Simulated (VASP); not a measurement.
**Li (a cell with a defect): single point with PBE**

Li (a cell with a defect):

```xyz
17
Lattice="6.9800 0.0000 0.0000 0.0000 6.9800 0.0000 0.0000 0.0000 6.9800" Properties=species:S:1:pos:R:3 pbc="T T T"
Li   -0.0384   -0.1417    0.1819
Li    3.5432    0.0108    0.0912
Li    0.3059    3.5824   -0.2619
Li    0.0864   -0.0550    3.5074
Li    1.6592    1.8360    1.7057
Li    3.4742    3.4154   -0.0538
Li    3.0824    0.7037    3.8585
Li    5.3273    1.7449    1.7841
Li    0.1119    3.4949    3.6362
Li    1.8276    5.2152    1.7944
Li    1.5156    1.6407    5.5593
Li    3.5244    3.4762    3.5898
Li    5.6648    4.5263    1.3793
Li    5.3610    1.7093    5.3320
Li    1.9336    5.3742    5.2004
Li    5.2529    5.2790    5.3275
Li    4.4558    6.0912    2.7225
```

```
Program                : VASP 6.6.1
Task                   : single point
Functional             : PBE
Potentials or basis    : VASP PAW PBE potentials, release 64 (Li_sv)
Cutoff                 : 520 eV
k mesh                 : 3 × 3 × 3
Occupations            : fermi-dirac, width 0.15 eV
Spin                   : no spin polarisation
Dipole correction      : no
Further INCAR settings : LREAL = Auto; ALGO = Normal; EDIFF = 1e-06; NBANDS = 40
```

```yaml
Largest_force: 0.015 eV/Å
Band_gap_on_the_k_mesh: zero (an odd number of electrons rules out a gap without spin polarisation)
```

Forces in eV/Å, atoms in the order of the input:
```
Li   0.000 -0.002  0.002
Li   0.002 -0.009  0.011
Li   0.001 -0.006 -0.001
Li  -0.004 -0.002  0.002
Li   0.006 -0.001  0.002
Li   0.002 -0.001  0.005
Li  -0.004  0.001  0.014
Li  -0.002  0.004 -0.001
Li   0.000 -0.003 -0.003
Li   0.002  0.007  0.004
Li   0.000  0.003  0.003
Li  -0.003 -0.001  0.000
Li   0.007 -0.005 -0.012
Li  -0.003  0.001 -0.008
Li  -0.001  0.002 -0.004
Li  -0.001  0.006 -0.011
Li  -0.002  0.005 -0.002
```

Levels at points of the mesh, in eV from the Fermi level:
```csv
k point,band 23,band 24,band 25,band 26,band 27,band 28
"(0.00, 0.00, 0.00)",-1.18,-1.16,-0.01,0.02,0.33,0.35
```

It took 4.1 min on 1 thread of Intel(R) Xeon(R) Platinum 8259CL CPU @ 2.50GHz (Skylake/Cascade Lake) (shared host), peak memory 0.41 GiB.
